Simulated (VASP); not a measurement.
The system is GaSb.

```
Ga Sb
1.0
     0.00000    2.87312    2.87312
     2.87312    0.00000    2.87312
     2.87312    2.87312    0.00000
Ga Sb
1 1
Direct
  0.00000 0.00000 0.00000
  0.50000 0.50000 0.50000
```

Program: VASP 6.6.1. Alike in all runs: task single point; cell as given; cutoff (eV) 500; smearing fermi-dirac 0.02 eV.

Problem. Order these runs on this cell by their pressure, lowest first.
A. level LDA; potentials or basis VASP PAW LDA potentials, release 64 (Ga_d, Sb); spin off; k mesh 8 × 8 × 8
B. level PBE; potentials or basis VASP PAW PBE potentials, release 64 (Ga_d, Sb); spin non-collinear, zero start, SOC; k mesh 6 × 6 × 6
C. level LDA; potentials or basis VASP PAW LDA potentials, release 64 (Ga_d, Sb); spin off; k mesh 4 × 4 × 4

Solution. A (-2.9 GPa), C (-1.2 GPa), B (2.0 GPa).

Caveats: some runs use coarse meshes; the structure was generated, so it needn't be the stable form of GaSb.
